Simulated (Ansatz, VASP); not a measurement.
One calculation of KBr, two programs

File INCAR:

```
SYSTEM = KBr
PREC = Accurate
ENCUT = 520
EDIFF = 1E-6
ISMEAR = -1
SIGMA = 0.02
LREAL = .FALSE.
LASPH = .TRUE.
NELM = 80
ALGO = Normal
ISIF = 2
LWAVE = .FALSE.
LCHARG = .FALSE.
GGA = PE
NBANDS = 15
```

The input KPOINTS:

```
regular mesh
0
G
  6 6 6
  0 0 0
```

The input POSCAR:

```
KBr
1.0
    0.0000000000      3.2196916193      3.3244293903
    3.2196916193      0.0000000000      3.3244293903
    3.2196916193      3.2196916193      0.0000000000
K Br
1 1
Direct
    0.0000000000      0.0000000000      0.0000000000
    0.5000000000      0.5000000000      0.5000000000
```

Input for Ansatz:

```yaml
crystal:
  lattice:
    - [0.0, 3.2196916193, 3.3244293903]
    - [3.2196916193, 0.0, 3.3244293903]
    - [3.2196916193, 3.2196916193, 0.0]
  atoms:
    - { symbol: K, position: [0.0, 0.0, 0.0] }
    - { symbol: Br, position: [0.5, 0.5, 0.5] }
kpoints:
  mp_grid: { grid: [6, 6, 6] }
  band_path:
    path:
      - [0.0, 0.0, 0.0]
      - [0.5, 0.0, 0.5]
      - [0.625, 0.25, 0.625]
      - [0.375, 0.375, 0.75]
      - [0.5, 0.5, 0.5]
      - [0.5, 0.25, 0.75]
    npoints: 1
hamiltonian:
  xc: pbe
scf:
  occupations: { method: fermi_dirac, width: 0.02 }
  n_extra_bands: 4
output:
  forces: true
  stress: true
  eigenvalues: true
```

Change from the starting cell: epitaxial_xy strain -2.5%.

Alike in both runs: task single point; functional PBE; k mesh 6 × 6 × 6; occupations fermi-dirac, width 0.02 eV; no spin polarisation.

```csv
,VASP,Ansatz
version,VASP 6.6.1,Ansatz 0.2.0
potentials or method,"VASP PAW PBE potentials, release 64 (K_sv, Br)","plane waves, PAW"
plane-wave cutoff (eV),520,420
valence electrons in the cell,16,16
```

|  | VASP | Ansatz | Ansatz less VASP |
| --- | --- | --- | --- |
| gap on the k mesh at the Fermi level (eV) | 4.54 | 4.54 | +0.002 |
| pressure (GPa) | 1.6 | 1.5 | -0.05 |
| traceless stress, the component that is largest in VASP (GPa) | -0.83 | -0.82 | +0.014 |
